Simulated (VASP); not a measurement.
Wanted: the native input for a VASP 6.6.1 run.

* Task: single point
* Functional: PBE
* Potentials or basis: VASP PAW PBE potentials, release 64 (Ga_d, Sb)
* Cutoff: 520 eV
* k mesh: 20 × 20 × 20
* Occupations: gaussian, width 0.1 eV
* Spin: no spin polarisation
* Dipole correction: no
* Further INCAR settings: ALGO = Normal; EDIFF = 1e-07; NBANDS = 16

The structure of GaSb lies in POSCAR:

```
GaSb
1.0
   -1.5954380913      2.6117685886      2.8835487212
    1.5954380913     -2.6117685886      2.8835487212
    1.5954380913      2.6117685886     -2.8835487212
Ga Sb
1 1
Direct
    0.5000000000      0.5000000000      0.0000000000
    0.0000000000      0.0000000000      0.0000000000
```

The input as run:

INCAR

```
ALGO     = Normal         # electronic algorithm
EDIFF    = 1E-7           # SCF threshold, eV
ENCUT    = 520            # plane-wave cutoff, eV
GGA      = PE             # functional
ISIF     = 2              # what is computed and relaxed
ISMEAR   = 0              # smearing method
LASPH    = True           # aspherical terms in the spheres
LCHARG   = False          # write CHGCAR
LREAL    = False          # projectors in reciprocal space
LWAVE    = False          # write WAVECAR
NBANDS   = 16             # bands
NELM     = 60             # most SCF steps
PREC     = Accurate       # precision mode
SIGMA    = 0.1            # smearing width, eV
```

KPOINTS

```
k-points
0
Gamma
  20 20 20
```

Potentials or basis: VASP PAW PBE potentials, release 64 (Ga_d, Sb).

Run with:

```bash
$ cat potpaw_PBE.64/Ga_d/POTCAR potpaw_PBE.64/Sb/POTCAR > POTCAR
$ mpirun -np 1 vasp_std > vasp.out
```

Results of the run:

| Property | Result |
| --- | --- |
| Pressure | 0.0 GPa |
| Band gap on the k mesh | zero (band 9 reaches 8.99 eV, above the bottom of band 10 at 3.85 eV) |

Caveat: spin-orbit coupling is left out, which moves the levels of the heavy elements.

Run time: 9.9 min on 1 thread of Oxide Virtual Turin-like Processor, with other jobs on the host, peak memory 0.92 GiB.
